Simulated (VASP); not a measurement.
Wanted: the native input for a VASP 6.6.1 run.

```yaml
Task: single point
Functional: LDA
Potentials_or_basis: VASP PAW LDA potentials, release 64 (Mg, O)
Cutoff: 600 eV
k_mesh: 15 × 15 × 15
Occupations: fermi-dirac, width 0.05 eV
Spin: no spin polarisation
Dipole_correction: no
Further_INCAR_settings: ALGO = Normal; EDIFF = 1e-06; NBANDS = 11
```

The structure of MgO (rocksalt type) lies in POSCAR:

```
MgO
1.0
    0.0000000000      2.0796222308      2.0796222308
    2.0796222308      0.0000000000      2.0796222308
    2.0796222308      2.0796222308      0.0000000000
Mg O
1 1
Direct
    0.0000000000      0.0000000000      0.0000000000
    0.5000000000      0.5000000000      0.5000000000
```

The input as run:

INCAR

```
SYSTEM = MgO
ALGO = Normal
EDIFF = 1E-6
ENCUT = 600
GGA_COMPAT = .FALSE.
ISIF = 2
ISMEAR = -1
LASPH = .TRUE.
LCHARG = .FALSE.
LREAL = .FALSE.
LWAVE = .FALSE.
NBANDS = 11
NELM = 120
PREC = Accurate
SIGMA = 0.05
```

KPOINTS

```
k-points
0
G
  15 15 15
  0 0 0
```

Potentials or basis: VASP PAW LDA potentials, release 64 (Mg, O).

Run with:

```bash
$ cat potpaw_LDA.64/Mg/POTCAR potpaw_LDA.64/O/POTCAR > POTCAR
$ mpirun -np 1 vasp_std > vasp.out
```

Results of the run:

- Pressure: -2.0 GPa
- Band gap on the k mesh: 5.04 eV, direct

Wall time 13 s on 1 thread of Intel Xeon 6975P-C, on a shared host, peak memory 0.15 GiB.
